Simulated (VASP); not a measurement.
Here is a VASP 6.6.1 calculation.

The input INCAR:

```
SYSTEM = Na3Rh
ALGO = Normal ; EDIFF = 1E-7
EDIFFG = -0.04 ; ENCUT = 1130
GGA = PE ; GGA_COMPAT = .FALSE.
IBRION = 2 ; ISIF = 3
ISMEAR = 0 ; LASPH = .TRUE.
LCHARG = .FALSE. ; LREAL = .FALSE.
LWAVE = .FALSE. ; NELM = 120
NELMIN = 4 ; NSW = 90
PREC = Accurate ; SIGMA = 0.1
```

KPOINTS

```
k-points
0
G
  4 4 4
  0 0 0
```

File POSCAR:

```
Na3Rh
1.0
    4.1846053971      0.0000000000      0.0000000000
    0.0000000000      4.1846053971      0.0000000000
    0.0000000000      0.0000000000      4.1846053971
Na Rh
3 1
Direct
    0.0000000000      0.5000000000      0.5000000000
    0.5000000000      0.0000000000      0.5000000000
    0.5000000000      0.5000000000      0.0000000000
    0.0000000000      0.0000000000      0.0000000000
```

Potentials or basis: VASP PAW PBE potentials, release 64 (Na_sv, Rh_sv_GW).

Launch:

```bash
$ cat potpaw_PBE.64/Na_sv/POTCAR potpaw_PBE.64/Rh_sv_GW/POTCAR > POTCAR
$ mpirun -np 1 vasp_std > vasp.out
```

**Question.** Predict the relaxed cell.

**Answer.** a = 4.460 Å, b = 4.460 Å, c = 4.460 Å, α = 90.00°, β = 90.00°, γ = 90.00°.

**Question.** Predict the relaxed volume.

**Answer.** 22.18 Å³/atom.

**Question.** Estimate the band gap on the k mesh.

**Answer.** Zero (bands 22 and 23 overlap by 1.17 eV).

**Question.** Predict the space group after relaxing (to 0.1 Å).

**Answer.** Pm-3m (No. 221).

Step by step:
```csv
step,energy change (eV),largest force (eV/Å),pressure (GPa),volume (Å³)
1,0.0000,0.0000,7.41,73.28
2,-0.2614,0.0000,2.06,82.63
3,-0.2934,0.0000,-0.54,90.52
4,-0.2969,0.0000,-0.06,88.71
```

Caveat: the k points lie up to 0.35 Å⁻¹ apart in the final cell, too coarse for converged energies and pressures of a metal; the volume moved by over 15 % at a fixed basis, so the end points are rough.
